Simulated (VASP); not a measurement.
# B (R-3m) in VASP: a series of runs

B is run at these levels: PBEsol; tasks: single point, relaxation of cell and atoms.

Program: VASP 6.6.1. These are calculated values, not measurements. Logs are shortened: lines on timing, memory, paths and dates and some standing lists are left out, and cuts for length are marked.

## 1. The cell of the first run

It takes space group R-3m (No. 166, trigonal). Conventional cell: a = 4.876 Å, b = 4.876 Å, c = 12.499 Å, α = 90.00°, β = 90.00°, γ = 120.00°. Within 2.2 Å of B (site symmetry m) lie 6 B at 1.67 to 1.79 Å. Within 2.4 Å of B (site symmetry m) lie 7 B at 1.77 to 1.99 Å.

## 2. Single point, PBEsol

File INCAR:

```
PREC = Accurate ; ENCUT = 520
EDIFF = 1E-7 ; ISMEAR = 0
SIGMA = 0.02 ; LREAL = False
LASPH = True ; NELM = 60
ALGO = Normal ; ISIF = 2
LWAVE = False ; LCHARG = True
GGA = PS ; LELF = True
LVHAR = True ; NBANDS = 30
```

File KPOINTS:

```
Automatic mesh
0
Gamma
  6 6 6
```

File POSCAR:

```
B
1.0
    2.4381186815      1.4076484771      4.1664211529
   -2.4381186815      1.4076484771      4.1664211529
    0.0000000000     -2.8152969542      4.1664211529
B
12
Direct
    0.0106155312      0.6538277548      0.0106155312
    0.0106155312      0.0106155312      0.6538277548
    0.6538277548      0.0106155312      0.0106155312
    0.9893844688      0.3461722452      0.9893844688
    0.3461722452      0.9893844688      0.9893844688
    0.9893844688      0.9893844688      0.3461722452
    0.2215932774      0.6297922611      0.2215932774
    0.2215932774      0.2215932774      0.6297922611
    0.6297922611      0.2215932774      0.2215932774
    0.7784067226      0.3702077389      0.7784067226
    0.3702077389      0.7784067226      0.7784067226
    0.7784067226      0.7784067226      0.3702077389
```

Potentials or basis: VASP PAW PBE potentials, release 64 (B).

Command:

```sh
cat potpaw_PBE.64/B/POTCAR > POTCAR
mpirun -np 1 vasp_std > vasp.out
```

OUTCAR:

```text
PREC = Accurate
   ENCUT = 520
   EDIFF = 1E-7
   ISMEAR = 0
   LREAL = False
   LASPH = True
   NELM = 60
   ISIF = 2
   GGA = PS

 ion  position               nearest neighbor table
   1  0.011  0.654  0.011-   4 1.67   3 1.74   2 1.74   7 1.79  12 1.79  11 1.79
   2  0.011  0.011  0.654-   6 1.67   3 1.74   1 1.74   8 1.79  10 1.79  11 1.79
   3  0.654  0.011  0.011-   5 1.67   1 1.74   2 1.74   9 1.79  12 1.79  10 1.79
   4  0.989  0.346  0.989-   1 1.67   5 1.74   6 1.74  10 1.79   8 1.79   9 1.79
   5  0.346  0.989  0.989-   3 1.67   4 1.74   6 1.74  11 1.79   8 1.79   7 1.79
   6  0.989  0.989  0.346-   2 1.67   4 1.74   5 1.74  12 1.79   9 1.79   7 1.79
   7  0.222  0.630  0.222-  12 1.77  11 1.77   1 1.79   6 1.79   5 1.79   9 1.99   8 1.99
   8  0.222  0.222  0.630-  10 1.77  11 1.77   2 1.79   4 1.79   5 1.79   7 1.99   9 1.99
   9  0.630  0.222  0.222-  12 1.77  10 1.77   3 1.79   6 1.79   4 1.79   7 1.99   8 1.99
  10  0.778  0.370  0.778-   8 1.77   9 1.77   4 1.79   2 1.79   3 1.79  11 1.99  12 1.99
  11  0.370  0.778  0.778-   8 1.77   7 1.77   5 1.79   2 1.79   1 1.79  10 1.99  12 1.99
  12  0.778  0.778  0.370-   7 1.77   9 1.77   6 1.79   3 1.79   1 1.79  10 1.99  11 1.99

  LATTYP: Found a trigonal (rhomboedric) cell.
 ALAT       =     5.0284154724
 COS(alpha) =     0.5298056871

  Lattice vectors:

 A1 = (   2.4381186815,   1.4076484771,   4.1664211529)
 A2 = (  -2.4381186815,   1.4076484771,   4.1664211529)
 A3 = (   0.0000000000,  -2.8152969542,   4.1664211529)

Analysis of symmetry for initial positions (statically):
=====================================================================
 Subroutine PRICEL returns:
 Original cell was already a primitive cell.

 Routine SETGRP: Setting up the symmetry group for a
 trigonal (rhombohedral) supercell.

 Subroutine GETGRP returns: Found 12 space group operations
 (whereof 12 operations were pure point group operations)
 out of a pool of 12 trial point group operations.

The static configuration has the point symmetry D_3d.

Analysis of symmetry for dynamics (positions and initial velocities):
=====================================================================
 Subroutine PRICEL returns:
 Original cell was already a primitive cell.

 Routine SETGRP: Setting up the symmetry group for a
 trigonal (rhombohedral) supercell.

 Subroutine GETGRP returns: Found 12 space group operations
 (whereof 12 operations were pure point group operations)
 out of a pool of 12 trial point group operations.

The dynamic configuration has the point symmetry D_3d.

 Subroutine INISYM returns: Found 12 space group operations
 (whereof 12 operations are pure point group operations),
 and found     1 'primitive' translations

----------------------------------------------------------------------------------------

                                     Primitive cell

  volume of cell :      85.7953

  direct lattice vectors                    reciprocal lattice vectors
     2.438118682  1.407648477  4.166421153     0.205076153  0.118400772  0.080004714
    -2.438118682  1.407648477  4.166421153    -0.205076153  0.118400772  0.080004714
     0.000000000 -2.815296954  4.166421153     0.000000000 -0.236801544  0.080004714

  length of vectors
     5.028415472  5.028415472  5.028415472     0.249951447  0.249951447  0.249951447

  position of ions in fractional coordinates (direct lattice)
     0.010615531  0.653827755  0.010615531
     0.010615531  0.010615531  0.653827755
     0.653827755  0.010615531  0.010615531
     0.989384469  0.346172245  0.989384469
     0.346172245  0.989384469  0.989384469
     0.989384469  0.989384469  0.346172245
     0.221593277  0.629792261  0.221593277
     0.221593277  0.221593277  0.629792261
     0.629792261  0.221593277  0.221593277
     0.778406723  0.370207739  0.778406723
     0.370207739  0.778406723  0.778406723
     0.778406723  0.778406723  0.370207739

  ion indices of the primitive-cell ions
   primitive index   ion index
                 1           1
                 2           2
                 3           3
                 4           4
                 5           5
                 6           6
                 7           7
                 8           8
                 9           9
                10          10
                11          11
                12          12

----------------------------------------------------------------------------------------

 KPOINTS: Automatic mesh

Automatic generation of k-mesh.
 Grid dimensions read from file:
 generate k-points for:    6    6    6

 Generating k-lattice:

  Cartesian coordinates                     Fractional coordinates (reciprocal lattice)
     0.034179359  0.019733462  0.013334119     0.166666667  0.000000000 -0.000000000
    -0.034179359  0.019733462  0.013334119     0.000000000  0.166666667 -0.000000000
     0.000000000 -0.039466924  0.013334119    -0.000000000 -0.000000000  0.166666667

  Length of vectors
     0.041658574  0.041658574  0.041658574

  Shift w.r.t. Gamma in fractional coordinates (k-lattice)
     0.000000000  0.000000000  0.000000000

 Subroutine IBZKPT returns following result:
 ===========================================

 Found     32 irreducible k-points:

 Following reciprocal coordinates:
            Coordinates               Weight
  0.000000  0.000000  0.000000      1.000000
  0.166667  0.000000  0.000000      6.000000
  0.333333  0.000000  0.000000      6.000000
  0.500000 -0.000000  0.000000      3.000000
  0.166667  0.166667  0.000000      6.000000
  0.333333  0.166667  0.000000     12.000000
[... 16 lines left out ...]
  0.500000  0.500000  0.166667      6.000000
 -0.333333  0.500000  0.166667     12.000000
 [... further k-points ...]
   k-points           NKPTS =     32   k-points in BZ     NKDIM =     32   number of bands    NBANDS=     30
   number of dos      NEDOS =    301   number of ions     NIONS =     12
   total plane-waves  NPLWV =  64000
   dimension x,y,z NGX =    40 NGY =   40 NGZ =   40
   dimension x,y,z NGXF=    80 NGYF=   80 NGZF=   80
   ions per type =              12
   NGX,Y,Z   is equivalent  to a cutoff of  13.22, 13.22, 13.22 a.u.
   NGXF,Y,Z  is equivalent  to a cutoff of  26.45, 26.45, 26.45 a.u.
 SYSTEM =  unknown system
   PREC   = accura    normal or accurate (medium, high low for compatibility)
   ISTART =      0    job   : 0-new  1-cont  2-samecut
   ICHARG =      2    charge: 1-file 2-atom 10-const
   ISPIN  =      1    spin polarized calculation?
   LNONCOLLINEAR =      F non collinear calculations
   LSORBIT =      F    spin-orbit coupling
   LASPH  =      T    aspherical Exc in radial PAW
   ENCUT  =  520.0 eV  38.22 Ry    6.18 a.u.   9.35  9.35  9.35*2*pi/ulx,y,z
   NELM   =     60;   NELMIN=  2; NELMDL= -5     # of ELM steps
   EDIFF  = 0.1E-06   stopping-criterion for ELM
   LREAL  =      F    real-space projection
   EDIFFG = 0.1E-05   stopping-criterion for IOM
   NSW    =      0    number of steps for IOM
   IBRION =     -1    ionic relax: 0-MD 1-quasi-New 2-CG
   NFREE  =      0    steps in history (QN), initial steepest desc. (CG)
   ISIF   =      2    stress and relaxation
   ISYM   =      2    0-nonsym 1-usesym 2-fastsym
   POTIM  = 0.5000    time-step for ionic-motion
   TEBEG  =    0.0;   TEEND  =   0.0 temperature during run
   PSTRESS=    0.0 pullay stress
   NELECT =      36.0000    total number of electrons
   NUPDOWN=      -1.0000    fix difference up-down
   EMIN   =  10.00;   EMAX   =-10.00  energy-range for DOS
   EFERMI =   0.00;   METHOD = LEGACY
   ISMEAR =     0;   SIGMA  =   0.02  broadening in eV -4-tet -1-fermi 0-gaus
   EFERMI_NEDOS =   21; number of points for ismear=-14 and -15
   IALGO  =     38    algorithm
   IMIX   =      4    mixing-type and parameters
     AMIX     =   0.40;   BMIX     =  1.00
     AMIX_MAG =   1.60;   BMIX_MAG =  1.00
  volume/ion in A,a.u.               =       7.15        48.25
  Fermi-wavevector in a.u.,A,eV,Ry     =   1.225616  2.316079 20.437790  1.502135
  Thomas-Fermi vector in A             =   2.360648
   LORBIT       =      0    0 simple, 1 ext, 2 COOP (PROOUT), +10 PAW based schemes
   GGA     = PS    functional components
   LHFCALC =     F    Hartree Fock is set to
   AEXX    =    0.0000 exact exchange contribution
   IVDW    =     0    specifies the selected vdW correction
   LEPSILON=     F    determine dielectric tensor
   LRPA    =     F    only Hartree local field effects (RPA)
 non-spin polarized calculation
 Gauss-broadening in eV      SIGMA  =   0.02
  energy-cutoff  :      520.00
  volume of cell :       85.80
 maximum number of plane-waves:      2328
 NGX is ok and might be reduce to    40
   NGX = 19   NGY = 19   NGZ = 19

 number of electron      36.0000000 magnetization

 Free energy of the ion-electron system (eV)
  ---------------------------------------------------
  ext. energy  EPLUGINS =         0.00000000
  ---------------------------------------------------
  free energy    TOTEN  =       -84.47238164 eV

  energy without entropy =      -84.47238164  energy(sigma->0) =      -84.47238164

 E-fermi :   6.2073     XC(G=0): -11.7179

 val. band max:        6.0479093502   @ k =   0.5000   0.5000   0.5000
 cond. band min:       7.3836341906   @ k =   0.0000   0.0000   0.0000
 fundamental gap:      1.3357248403
 Fermi energy:         6.2073333463

 k-point     1 :       0.0000    0.0000    0.0000
  band No.  band energies     occupation
      1     -10.2923      2.00000
      2      -4.4735      2.00000
      3      -4.2166      2.00000
      4      -4.2166      2.00000
      5      -3.2554      2.00000
      6      -2.5641      2.00000
[... 22 lines left out ...]
     29      15.8560      0.00000
     30      16.2674      0.00000

 k-point     2 :       0.1667    0.0000    0.0000
  band No.  band energies     occupation
      1     -10.1350      2.00000
      2      -5.4028      2.00000
      3      -4.5580      2.00000
      4      -4.4692      2.00000
      5      -3.0827      2.00000
      6      -2.3497      2.00000
[... 22 lines left out ...]
     29      15.0416      0.00000
     30      15.6671      0.00000

 k-point     3 :       0.3333    0.0000    0.0000
  band No.  band energies     occupation
      1      -9.7167      2.00000
      2      -6.7547      2.00000
      3      -4.7872      2.00000
      4      -4.6876      2.00000
      5      -3.5008      2.00000
      6      -2.3468      2.00000
[... 22 lines left out ...]
     29      14.3665      0.00000
     30      15.0507      0.00000

 k-point     4 :       0.5000   -0.0000    0.0000
  band No.  band energies     occupation
      1      -9.3898      2.00000
      2      -7.4103      2.00000
      3      -4.9047      2.00000
      4      -4.7341      2.00000
      5      -3.6588      2.00000
      6      -2.4958      2.00000
[... 22 lines left out ...]
     29      13.8999      0.00000
     30      15.1544      0.00000

 k-point     5 :       0.1667    0.1667    0.0000
  band No.  band energies     occupation
      1     -10.0964      2.00000
      2      -5.2807      2.00000
      3      -4.8224      2.00000
      4      -4.6648      2.00000
      5      -3.2976      2.00000
      6      -2.0604      2.00000
[... 22 lines left out ...]
     29      15.1918      0.00000
     30      15.8786      0.00000
[... 526 lines left out ...]
     29      14.8759      0.00000
     30      15.8723      0.00000

 k-point    22 :      -0.1667    0.3333    0.1667
  band No.  band energies     occupation
      1      -9.3923      2.00000
      2      -6.8604      2.00000
      3      -5.9857      2.00000
      4      -5.0751      2.00000
      5      -2.8502      2.00000
      6      -2.2534      2.00000
[... 22 lines left out ...]
     29      14.7023      0.00000
     30      15.7224      0.00000

 k-point    23 :       0.5000    0.5000    0.1667
  band No.  band energies     occupation
      1      -9.3539      2.00000
      2      -6.7466      2.00000
      3      -5.8934      2.00000
      4      -5.2213      2.00000
      5      -3.9941      2.00000
      6      -2.4475      2.00000
[... 22 lines left out ...]
     29      15.5226      0.00000
     30      15.7944      0.00000

 k-point    24 :      -0.3333    0.5000    0.1667
  band No.  band energies     occupation
      1      -9.1479      2.00000
      2      -6.9874      2.00000
      3      -6.1385      2.00000
      4      -5.6461      2.00000
      5      -3.0046      2.00000
      6      -2.4639      2.00000
[... 22 lines left out ...]
     29      14.9706      0.00000
     30      15.9569      0.00000

 [... further k-points ...]
[... 5 lines left out ...]
  --------------------------------------------------------------------------------------
  -------------------------------------------------------------------------------------
  Total        0.2129679      0.2129679      0.1971710      0.0000000      0.0000000      0.0000000
  in kB        3.9770514      3.9770514      3.6820533      0.0000000      0.0000000      0.0000000
  external PRESSURE =       3.8787187 kB  Pullay stress =       0.0000000 kB

 VOLUME and BASIS-vectors are now :
 -----------------------------------------------------------------------------
  energy-cutoff  :      520.00
  volume of cell :       85.80
      direct lattice vectors                 reciprocal lattice vectors
     2.438118682  1.407648477  4.166421153     0.205076153  0.118400772  0.080004714
    -2.438118682  1.407648477  4.166421153    -0.205076153  0.118400772  0.080004714
     0.000000000 -2.815296954  4.166421153     0.000000000 -0.236801544  0.080004714

 POSITION                                       TOTAL-FORCE (eV/Angst)
 -----------------------------------------------------------------------------------
     -1.56823      0.90542      2.81258         0.015387     -0.008884     -0.014481
      0.00000     -1.81083      2.81258        -0.000000      0.017768     -0.014481
      1.56823      0.90542      2.81258        -0.015387     -0.008884     -0.014481
      1.56823     -0.90542      9.68668        -0.015387      0.008884      0.014481
     -1.56823     -0.90542      9.68668         0.015387      0.008884      0.014481
      0.00000      1.81083      9.68668        -0.000000     -0.017768      0.014481
     -0.99524      0.57460      4.47048         0.023791     -0.013736      0.007586
      0.00000     -1.14920      4.47048        -0.000000      0.027472      0.007586
      0.99524      0.57460      4.47048        -0.023791     -0.013736      0.007586
      0.99524     -0.57460      8.02878        -0.023791      0.013736     -0.007586
     -0.99524     -0.57460      8.02878         0.023791      0.013736     -0.007586
      0.00000      1.14920      8.02878        -0.000000     -0.027472     -0.007586
 -----------------------------------------------------------------------------------
    total drift:                               -0.000000     -0.000000     -0.000000

  FREE ENERGIE OF THE ION-ELECTRON SYSTEM (eV)
  ---------------------------------------------------
  free  energy   TOTEN  =       -84.4723816362 eV

  energy  without entropy=      -84.4723816362  energy(sigma->0) =      -84.47238164
```

Run time: 53 s. Hardware: 1 thread of Intel Xeon 6975P-C (Granite Rapids), shared host; peak memory 0.24 GiB.

What came out:

```
Free energy            : -84.4724 eV
Pressure               : 0.4 GPa
Largest force          : 0.029 eV/Å
Band gap on the k mesh : 1.34 eV, indirect (least direct gap 1.69 eV)
```

Forces on the atoms (eV/Å):
```
B    0.015 -0.009 -0.014
B    0.000  0.018 -0.014
B   -0.015 -0.009 -0.014
B   -0.015  0.009  0.014
B    0.015  0.009  0.014
B    0.000 -0.018  0.014
B    0.024 -0.014  0.008
B    0.000  0.027  0.008
B   -0.024 -0.014  0.008
B   -0.024  0.014 -0.008
B    0.024  0.014 -0.008
B    0.000 -0.027 -0.008
```

Levels at points of the mesh, in eV from the valence-band top:
```tsv
k point	band 14	band 15	band 16	band 17	band 18	band 19	band 20	band 21	band 22	band 23
(0.00, 0.00, 0.00)	-4.58	-1.48	-0.86	-0.86	-0.36	1.34	4.54	4.54	4.69	4.69
(0.50, 0.00, 0.00)	-3.19	-2.80	-1.97	-1.76	-0.60	1.87	3.19	3.55	4.87	5.00
(0.50, 0.50, 0.00)	-3.33	-3.06	-2.64	-2.17	-1.95	1.39	2.57	2.79	3.44	5.34
(0.50, 0.50, 0.50)	-3.34	-3.11	-1.96	-1.96	0.00	2.51	2.73	2.73	4.94	4.94
```

Caveat: the PAW data sets were made with another functional, which shifts forces and pressure a little. PBEsol gaps usually lie below the measured ones, often by a third to a half.

## 3. Single point, PBEsol

This run uses another cell than the first one, of 7.32 Å³/atom, 1.024 times its volume.

File INCAR:

```
ALGO     = Normal         # electronic algorithm
EDIFF    = 1E-7           # SCF threshold, eV
ENCUT    = 520            # plane-wave cutoff, eV
GGA      = PS             # functional
ISIF     = 2              # what is computed and relaxed
ISMEAR   = 0              # smearing method
LASPH    = T              # aspherical terms in the spheres
LCHARG   = F              # write CHGCAR
LREAL    = F              # projectors in reciprocal space
LWAVE    = F              # write WAVECAR
NBANDS   = 30             # bands
NELM     = 60             # most SCF steps
PREC     = Accurate       # precision mode
SIGMA    = 0.1            # smearing width, eV
```

File KPOINTS:

```
k-points
0
Gamma
  6 6 6
```

File POSCAR:

```
B
1.0
    2.4589500000      1.4196754444      4.1935000000
   -2.4589500000      1.4196754444      4.1935000000
    0.0000000000     -2.8393508888      4.1935000000
B
12
Direct
    0.0101900000      0.6536100000      0.0101900000
    0.0101900000      0.0101900000      0.6536100000
    0.6536100000      0.0101900000      0.0101900000
    0.9898100000      0.3463900000      0.9898100000
    0.3463900000      0.9898100000      0.9898100000
    0.9898100000      0.9898100000      0.3463900000
    0.2211800000      0.6306000000      0.2211800000
    0.2211800000      0.2211800000      0.6306000000
    0.6306000000      0.2211800000      0.2211800000
    0.7788200000      0.3694000000      0.7788200000
    0.3694000000      0.7788200000      0.7788200000
    0.7788200000      0.7788200000      0.3694000000
```

Potentials or basis: VASP PAW PBE potentials, release 64 (B).

Command:

```sh
cat potpaw_PBE.64/B/POTCAR > POTCAR
mpirun -np 1 vasp_std > vasp.out
```

Wall time 59 s (1 thread of Intel Xeon 6975P-C (Granite Rapids), shared host); peak memory 0.25 GiB.

It converged, with:

* Free energy: -84.4428 eV
* Pressure: -4.9 GPa
* Largest force: 0.197 eV/Å
* Band gap on the k mesh: 1.40 eV, indirect (least direct gap 1.76 eV)

Forces on the atoms (eV/Å):
```
B   -0.094  0.054  0.165
B    0.000 -0.108  0.165
B    0.094  0.054  0.165
B    0.094 -0.054 -0.165
B   -0.094 -0.054 -0.165
B    0.000  0.108 -0.165
B   -0.056  0.032 -0.035
B    0.000 -0.064 -0.035
B    0.056  0.032 -0.035
B    0.056 -0.032  0.035
B   -0.056 -0.032  0.035
B    0.000  0.064  0.035
```

Stress tensor (GPa, compression positive):
```
-5.13  0.00  0.00
 0.00 -5.13  0.00
 0.00  0.00 -4.35
```

Levels at points of the mesh, in eV from the valence-band top:
```csv
k point,band 15,band 16,band 17,band 18,band 19,band 20,band 21,band 22
"(0.00, 0.00, 0.00)",-1.40,-0.86,-0.86,-0.36,1.40,4.46,4.46,4.67
"(0.50, 0.00, 0.00)",-2.68,-1.94,-1.70,-0.61,1.88,3.14,3.55,4.76
"(0.50, 0.50, 0.00)",-2.93,-2.60,-2.11,-1.93,1.40,2.57,2.75,3.42
"(0.50, 0.50, 0.50)",-2.98,-1.87,-1.87,0.00,2.56,2.71,2.71,4.84
```

Caveat: the PAW data sets were made with another functional, which shifts forces and pressure a little.

(Part 1 of 2 ends here.)
